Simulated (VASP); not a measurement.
# Ti6H in VASP: further runs

The runs below take Ti6H through single point, with PBE.

Program: VASP 6.6.1. These are calculated values, not measurements. Logs are shortened: lines on timing, memory, paths and dates and some standing lists are left out, and cuts for length are marked.

### Step 1. The cell of the first run

The cell holds a slab with vacuum, 7 atoms: a = 2.938 Å, b = 4.650 Å, c = 21.284 Å, α = 90.00°, β = 90.00°, γ = 90.00°.

### Step 2. Single point, PBE

Input file INCAR:

```
SYSTEM = Ti6H
PREC     = Accurate       ! precision mode
ENCUT    = 520            ! plane-wave cutoff, eV
EDIFF    = 1E-6           ! SCF threshold, eV
ISMEAR   = 0              ! smearing method
SIGMA    = 0.1            ! smearing width, eV
LREAL    = .False.        ! projectors in reciprocal space
LASPH    = .True.         ! aspherical terms in the spheres
NELM     = 80             ! most SCF steps
ALGO     = Normal         ! electronic algorithm
ISIF     = 2              ! what is computed and relaxed
LWAVE    = .False.        ! write WAVECAR
LCHARG   = .True.         ! write CHGCAR
LDIPOL   = .True.       
IDIPOL   = 3            
DIPOL    = 0.5 0.5 0.348
GGA      = PE             ! functional
LELF     = .True.         ! ELF
LVHAR    = .True.       
LVACPOTAV= .True.       
NBANDS   = 46             ! bands
```

Input file KPOINTS:

```
regular mesh
0
Gamma
  9 6 1
  0 0 0
```

Input file POSCAR:

```
Ti6H
1.0
    2.9381632085      0.0000000000      0.0000000000
    0.0000000000      4.6504654182      0.0000000000
    0.0000000000      0.0000000000     21.2842242132
Ti H
6 1
Direct
    0.0000000000      0.7500000000      0.1879326190
    0.5000000000      0.2500000000      0.2277825403
    0.5000000000      0.7500000000      0.3074823829
    0.0000000000      0.2500000000      0.3461291980
    0.0000000000      0.7002086722      0.4253277186
    0.5000000000      0.1802303325      0.4566166726
    0.5000000000      0.5833333333      0.4823348359
```

Potentials or basis: VASP PAW PBE potentials, release 64 (Ti_sv, H).

Run with:

```
$ cat potpaw_PBE.64/Ti_sv/POTCAR potpaw_PBE.64/H/POTCAR > POTCAR
$ mpirun -np 1 vasp_std > vasp.out
```

OUTCAR:

```text
SYSTEM = Ti6H
   PREC = Accurate
   ENCUT = 520
   EDIFF = 1E-6
   ISMEAR = 0
   LREAL = .False.
   LASPH = .True.
   NELM = 80
   ISIF = 2
   GGA = PE

 ion  position               nearest neighbor table
   1  0.000  0.750  0.188-   2 2.88   2 2.88   2 2.88   2 2.88
   2  0.500  0.250  0.228-   1 2.88   1 2.88   1 2.88   1 2.88   3 2.88   3 2.88   4 2.92   4 2.92

   3  0.500  0.750  0.307-   4 2.87   4 2.87   4 2.87   4 2.87   2 2.88   2 2.88   5 2.92   5 2.92

   4  0.000  0.250  0.346-   5 2.69   6 2.79   6 2.79   3 2.87   3 2.87   3 2.87   3 2.87   2 2.92
                             2 2.92
   5  0.000  0.700  0.425-   4 2.69   6 2.75   6 2.75   6 2.91   6 2.91   3 2.92   3 2.92
   6  0.500  0.180  0.457-   5 2.75   5 2.75   4 2.79   4 2.79   5 2.91   5 2.91
   7  0.500  0.583  0.482-

  LATTYP: Found a simple orthorhombic cell.
 ALAT       =     2.9381632085
 B/A-ratio  =     1.5827798145
 C/A-ratio  =     7.2440578357

  Lattice vectors:

 A1 = (   2.9381632085,   0.0000000000,   0.0000000000)
 A2 = (   0.0000000000,   4.6504654182,   0.0000000000)
 A3 = (   0.0000000000,   0.0000000000,  21.2842242132)

Analysis of symmetry for initial positions (statically):
=====================================================================
 Subroutine PRICEL returns:
 Original cell was already a primitive cell.

 Routine SETGRP: Setting up the symmetry group for a
 simple orthorhombic supercell.

 Subroutine GETGRP returns: Found  2 space group operations
 (whereof  2 operations were pure point group operations)
 out of a pool of  8 trial point group operations.

The static configuration has the point symmetry C_1h.

Analysis of symmetry for dynamics (positions and initial velocities):
=====================================================================
 Subroutine PRICEL returns:
 Original cell was already a primitive cell.

 Routine SETGRP: Setting up the symmetry group for a
 simple orthorhombic supercell.

 Subroutine GETGRP returns: Found  2 space group operations
 (whereof  2 operations were pure point group operations)
 out of a pool of  8 trial point group operations.

The dynamic configuration has the point symmetry C_1h.

 Subroutine INISYM returns: Found  2 space group operations
 (whereof  2 operations are pure point group operations),
[... 106 lines left out ...]
   NFREE  =      0    steps in history (QN), initial steepest desc. (CG)
   ISIF   =      2    stress and relaxation
   ISYM   =      2    0-nonsym 1-usesym 2-fastsym
   POTIM  = 0.5000    time-step for ionic-motion
   TEBEG  =    0.0;   TEEND  =   0.0 temperature during run
   PSTRESS=    0.0 pullay stress
   NELECT =      73.0000    total number of electrons
   NUPDOWN=      -1.0000    fix difference up-down
   EMIN   =  10.00;   EMAX   =-10.00  energy-range for DOS
   EFERMI =   0.00;   METHOD = LEGACY
   ISMEAR =     0;   SIGMA  =   0.10  broadening in eV -4-tet -1-fermi 0-gaus
   EFERMI_NEDOS =   21; number of points for ismear=-14 and -15
   IALGO  =     38    algorithm
   IMIX   =      4    mixing-type and parameters
     AMIX     =   0.40;   BMIX     =  1.00
     AMIX_MAG =   1.60;   BMIX_MAG =  1.00
  volume/ion in A,a.u.               =      41.55       280.37
  Fermi-wavevector in a.u.,A,eV,Ry     =   1.032696  1.951512 14.510077  1.066461
  Thomas-Fermi vector in A             =   2.166906
   LORBIT       =      0    0 simple, 1 ext, 2 COOP (PROOUT), +10 PAW based schemes
   GGA     = PE    functional components
   LHFCALC =     F    Hartree Fock is set to
   AEXX    =    0.0000 exact exchange contribution
   IVDW    =     0    specifies the selected vdW correction
   LEPSILON=     F    determine dielectric tensor
   LRPA    =     F    only Hartree local field effects (RPA)
 non-spin polarized calculation
 Gauss-broadening in eV      SIGMA  =   0.10
  energy-cutoff  :      520.00
  volume of cell :      290.82
 maximum number of plane-waves:      7881
 NGX is ok and might be reduce to    24
   NGX = 11   NGY = 17   NGZ = 79

 dipolmoment           0.000000      0.000000     -0.001637 electrons x Angstroem

 number of electron      73.0000006 magnetization

 dipolmoment           0.000000      0.000000      0.010840 electrons x Angstroem

 Free energy of the ion-electron system (eV)
  ---------------------------------------------------
  ext. energy  EPLUGINS =         0.00000000
  ---------------------------------------------------
  free energy    TOTEN  =       -47.77403594 eV

  energy without entropy =      -47.71394541  energy(sigma->0) =      -47.74399067

 E-fermi :   0.6885     XC(G=0):  -5.1196

 val. band max:        0.6821645455   @ k =   0.2222   0.3333   0.0000
 cond. band min:       0.6962269044   @ k =   0.3333   0.5000   0.0000
 fundamental gap:      0.0140623589
 Fermi energy:         0.6884697439

 k-point     1 :       0.0000    0.0000    0.0000
  band No.  band energies     occupation
      1     -56.3814      2.00000
      2     -56.1894      2.00000
      3     -56.1248      2.00000
      4     -56.0669      2.00000
      5     -55.9537      2.00000
      6     -55.9006      2.00000
[... 969 lines left out ...]
     45       2.2479      0.00000
     46       2.4183      0.00000

------------------------ aborting loop because EDIFF is reached ----------------------------------------

  FORCE on cell =-STRESS in cart. coord.  units (eV):
  Direction    XX          YY          ZZ          XY          YZ          ZX
  --------------------------------------------------------------------------------------
  -------------------------------------------------------------------------------------
  Total       -2.2640713     -1.1061145     -1.2883584      0.0000000      1.1538595      0.0000000
  in kB      -12.4729883     -6.0936921     -7.0976915      0.0000000      6.3567239      0.0000000
  external PRESSURE =      -8.5547906 kB  Pullay stress =       0.0000000 kB

 VOLUME and BASIS-vectors are now :
 -----------------------------------------------------------------------------
  energy-cutoff  :      520.00
  volume of cell :      290.82
      direct lattice vectors                 reciprocal lattice vectors
     2.938163208  0.000000000  0.000000000     0.340348690  0.000000000  0.000000000
     0.000000000  4.650465418  0.000000000     0.000000000  0.215032241  0.000000000
     0.000000000  0.000000000 21.284224213     0.000000000  0.000000000  0.046983155

 POSITION                                       TOTAL-FORCE (eV/Angst)
 -----------------------------------------------------------------------------------
      0.00000      3.48785      4.00000         0.000000     -0.019688      0.369565
      1.46908      1.16262      4.84817         0.000000      0.019736      0.059175
      1.46908      3.48785      6.54452         0.000000      0.099840     -0.232420
      0.00000      1.16262      7.36709         0.000000     -0.522320     -0.177635
      0.00000      3.25630      9.05277         0.000000      0.006384     -0.005712
      1.46908      0.83815      9.71873         0.000000     -0.004168     -0.014017
      1.46908      2.71277     10.26612         0.000000      0.420216      0.001044
 -----------------------------------------------------------------------------------
    total drift:                                0.000000     -0.000134      0.000327

  FREE ENERGIE OF THE ION-ELECTRON SYSTEM (eV)
  ---------------------------------------------------
  free  energy   TOTEN  =       -47.7740359405 eV

  energy  without entropy=      -47.7139454059  energy(sigma->0) =      -47.74399067

 vacuum level on the upper side and lower side of the slab         4.584         4.440
```

stdout:

```text
POSCAR found type information on POSCAR TiH
 POSCAR found :  2 types and       7 ions
 scaLAPACK will be used
 LDA part: xc-table for (Slater+PW92), standard interpolation
 POSCAR, INCAR and KPOINTS ok, starting setup
 FFT: planning ... GRIDC
 FFT: planning ... GRID_SOFT
 FFT: planning ... GRID
 WAVECAR not read
 entering main loop
 -----------------------------------------------------------------------------
|                                                                             |
|           W    W    AA    RRRRR   N    N  II  N    N   GGGG   !!!           |
|           W    W   A  A   R    R  NN   N  II  NN   N  G    G  !!!           |
|           W    W  A    A  R    R  N N  N  II  N N  N  G       !!!           |
|           W WW W  AAAAAA  RRRRR   N  N N  II  N  N N  G  GGG   !            |
|           WW  WW  A    A  R   R   N   NN  II  N   NN  G    G                |
|           W    W  A    A  R    R  N    N  II  N    N   GGGG   !!!           |
|                                                                             |
|     Did not find any points to average over, which means that no vacuum     |
|     field-free region was found. Please increase the size of  your cell     |
|     in the dimension of the dipole correction to obtain accurate            |
|     workfunction values.                                                    |
|                                                                             |
 -----------------------------------------------------------------------------
```

Run time: 6.6 min. Hardware: 1 thread of AMD EPYC 9R45 (Zen 5), shared host; peak memory 0.42 GiB.

Results:

* Free energy: -47.7740 eV
* Largest force: 0.552 eV/Å

Forces in eV/Å, atoms in the order of the input:
```
Ti   0.000 -0.020  0.370
Ti   0.000  0.020  0.059
Ti   0.000  0.100 -0.232
Ti   0.000 -0.522 -0.178
Ti   0.000  0.006 -0.006
Ti   0.000 -0.004 -0.014
H    0.000  0.420  0.001
```

Levels at points of the mesh, in eV from the Fermi level:
| k point | band 33 | band 34 | band 35 | band 36 | band 37 | band 38 | band 39 | band 40 | band 41 | band 42 |
| --- | --- | --- | --- | --- | --- | --- | --- | --- | --- | --- |
| (0.00, 0.00, 0.00) | -0.72 | -0.56 | -0.09 | 0.20 | 0.50 | 0.56 | 0.76 | 0.84 | 0.85 | 0.96 |
| (0.00, 0.50, 0.00) | -0.68 | -0.66 | -0.22 | -0.02 | 0.16 | 0.23 | 0.32 | 0.53 | 0.71 | 0.80 |

### Step 3. Single point, PBE

Input file INCAR:

```
ALGO = Normal
DIPOL = 0.5 0.5 0.354
EDIFF = 1E-6
ENCUT = 520
GGA = PE
IDIPOL = 3
ISIF = 2
ISMEAR = 0
LASPH = True
LCHARG = False
LDIPOL = True
LREAL = False
LWAVE = False
NBANDS = 46
NELM = 100
PREC = Accurate
SIGMA = 0.1
```

Input file KPOINTS:

```
k-points
0
Gamma
  9 6 1
```

POSCAR, as its differences from that of step 2:

```diff
@@ -12,4 +12,4 @@
     0.0000000000      0.2500000000      0.3461291980
-    0.0000000000      0.7002086722      0.4253277186
-    0.5000000000      0.1802303325      0.4566166726
-    0.5000000000      0.5833333333      0.4823348359
+   -0.0884512738      0.7500000000      0.4208993409
+    0.3800856951      0.2500000000      0.4665199433
+    0.8333333333      0.2500000000      0.5244828369
```

Potentials or basis: VASP PAW PBE potentials, release 64 (Ti_sv, H).

Run with:

```
$ cat potpaw_PBE.64/Ti_sv/POTCAR potpaw_PBE.64/H/POTCAR > POTCAR
$ mpirun -np 1 vasp_std > vasp.out
```

It took 5.8 min on 1 thread of AMD EPYC 9R45 (Zen 5), shared host; peak memory 0.43 GiB.

The run converged. Its results:

```yaml
Free_energy: -47.5127 eV
Largest_force: 0.694 eV/Å
```

Forces in eV/Å, atoms in the order of the input:
```
Ti   0.007  0.000  0.284
Ti  -0.045  0.000  0.163
Ti  -0.349  0.000 -0.531
Ti  -0.307  0.000  0.121
Ti   0.016  0.000  0.000
Ti  -0.017  0.000 -0.032
H    0.694  0.000 -0.006
```

Levels at points of the mesh, in eV from the Fermi level:
```tsv
k point	band 35	band 36	band 37	band 38	band 39	band 40
(0.00, 0.00, 0.00)	-0.15	0.09	0.35	0.47	0.72	0.74
(0.00, 0.50, 0.00)	-0.42	0.05	0.08	0.22	0.26	0.47
```
